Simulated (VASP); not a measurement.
A run of VASP 6.6.1 is set up as follows.

The input INCAR:

```
SYSTEM = SnS2
ALGO     = Normal         ! electronic algorithm
EDIFF    = 1E-6           ! SCF threshold, eV
ENCUT    = 500            ! plane-wave cutoff, eV
GGA      = RE             ! functional
GGA_COMPAT= .FALSE.      
ISIF     = 2              ! what is computed and relaxed
ISMEAR   = -1             ! smearing method
LASPH    = .TRUE.         ! aspherical terms in the spheres
LCHARG   = .FALSE.        ! write CHGCAR
LREAL    = .FALSE.        ! projectors in reciprocal space
LWAVE    = .FALSE.        ! write WAVECAR
NBANDS   = 20             ! bands
NELM     = 120            ! most SCF steps
PREC     = Accurate       ! precision mode
SIGMA    = 0.02           ! smearing width, eV
```

The input KPOINTS:

```
k-points
0
G
  6 6 3
  0 0 0
```

File POSCAR:

```
SnS2
1.0
    3.6390000000      0.0000000000      0.0000000000
   -1.8195000000      3.1514660000      0.0000000000
    0.0000000000      0.0000000000      5.8680000000
Sn S
1 2
Direct
    0.0000000000      0.0000000000      0.0000000000
    0.3333333333      0.6666666667      0.2500000000
    0.6666666667      0.3333333333      0.7500000000
```

Potentials or basis: VASP PAW PBE potentials, release 64 (Sn_d, S).

The run is started by

```sh
$ cat potpaw_PBE.64/Sn_d/POTCAR potpaw_PBE.64/S/POTCAR > POTCAR
$ mpirun -np 1 vasp_std > vasp.out
```

(1) Predict the largest force.

(2) Predict the pressure.

(3) What does it give for the band gap on the k mesh?

## Answers

(1) 0.244 eV/Å.

(2) 5.7 GPa.

(3) 1.52 eV, indirect (least direct gap 2.06 eV).

Caveat: the PAW data sets were made with another functional, which shifts forces and pressure a little; spin-orbit coupling is left out, which moves the levels of the heavy elements; this functional lacks dispersion, which binds the layers, so the pressure and a relaxed spacing across them are unreliable.
